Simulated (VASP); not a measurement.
Pt: single point with PBEsol

Pt:

```
Pt
1.0
     2.76067    0.00000    0.00000
    -1.38033    2.39081    0.00000
     0.00000    0.00000    4.79213
Pt
2
Cartesian
  1.3803 0.7969 3.5941
  0.0000 1.5939 1.1980
```

This isn't the form of Pt at room conditions, which is fcc.

```yaml
Program: VASP 6.6.1
Task: single point
Functional: PBEsol
Potentials_or_basis: VASP PAW PBE potentials, release 64 (Pt)
Cutoff: 500 eV
k_mesh: 12 × 12 × 6
Occupations: gaussian, width 0.05 eV
Spin: no spin polarisation
Dipole_correction: no
Further_INCAR_settings: ALGO = Normal; EDIFF = 1e-06; NBANDS = 17
```

The pressure is -11.3 GPa and the band gap on the k mesh is zero (bands 10 and 11 overlap by 1.27 eV).

Stress tensor (GPa, compression positive):
```
-11.43   0.00   0.00
  0.00 -11.43   0.00
  0.00   0.00 -10.93
```

Levels at points of the mesh, in eV from the Fermi level:
```csv
k point,band 8,band 9,band 10,band 11,band 12,band 13
"(0.00, 0.00, 0.00)",-1.77,-1.77,-0.76,-0.19,-0.19,4.65
"(0.50, 0.00, 0.00)",0.03,0.31,0.51,2.25,3.72,7.22
"(0.00, 0.00, 0.50)",-3.39,-0.76,-0.76,-0.76,-0.76,11.88
"(0.50, 0.00, 0.50)",-0.85,0.43,0.43,1.68,1.68,6.43
```

It took 12 s on 1 thread of Intel(R) Xeon(R) 6975P-C (Granite Rapids), on a shared host, peak memory 0.16 GiB.

Caveat: the cell stands under tension; the PAW data sets were made with another functional, which shifts forces and pressure a little; spin-orbit coupling is left out, which moves the levels of the heavy elements.
